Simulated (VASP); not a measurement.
Input of a VASP 6.6.1 run:

The input INCAR:

```
SYSTEM = Ti
PREC = Accurate ; ENCUT = 520
EDIFF = 1E-6 ; ISMEAR = 0
SIGMA = 0.15 ; LREAL = .FALSE.
LASPH = .TRUE. ; NELM = 80
ALGO = Fast ; ISIF = 2
LWAVE = .FALSE. ; LCHARG = .FALSE.
NBANDS = 12
```

KPOINTS

```
Automatic mesh
0
G
  22 22 22
  0 0 0
```

The input POSCAR:

```
Ti
1.0
   -1.8943961198      1.8943961198      1.2313574779
    1.8943961198     -1.8943961198      1.2313574779
    1.8943961198      1.8943961198     -1.2313574779
Ti
1
Direct
    0.0000000000      0.0000000000      0.0000000000
```

Potentials or basis: VASP PAW LDA potentials, release 64 (Ti_sv).

Run with:

```console
$ cat potpaw_LDA.64/Ti_sv/POTCAR > POTCAR
$ mpirun -np 1 vasp_std > vasp.out
```

(1) Predict the band gap on the k mesh.

(2) What does it give for the pressure?

## Answers

(1) zero (band 6 reaches 7.99 eV, above the bottom of band 7 at 7.27 eV).

(2) -9.2 GPa.
